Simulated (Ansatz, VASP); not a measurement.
**Zn: VASP beside Ansatz**

```
Zn
1.0
     2.63563    0.00000    0.00000
    -1.31781    2.28252    0.00000
     0.00000    0.00000   21.09250
Zn
3
Direct
  0.00000 0.00000 0.38316
  0.33333 0.66667 0.50000
  0.00000 0.00000 0.61684
```

Alike in both runs: functional PBE; k mesh 16 × 16 × 1; occupations fermi-dirac, width 0.08 eV; no spin polarisation.

Ansatz relaxed the structure, and its values are those at the end. VASP's run is a single point on that final structure, the one shown.

```csv
,VASP,Ansatz
version,VASP 6.6.1,Ansatz 0.2.0
potentials or method,"VASP PAW PBE potentials, release 64 (Zn), cutoff 520 eV","all-electron LAPW, scalar-relativistic"
```

```tsv
	VASP	Ansatz	Ansatz less VASP
rms of the force components (eV/Å)	0.003	0.000	-0.0032
```

Ansatz ran all-electron here, and VASP with PAW potentials.
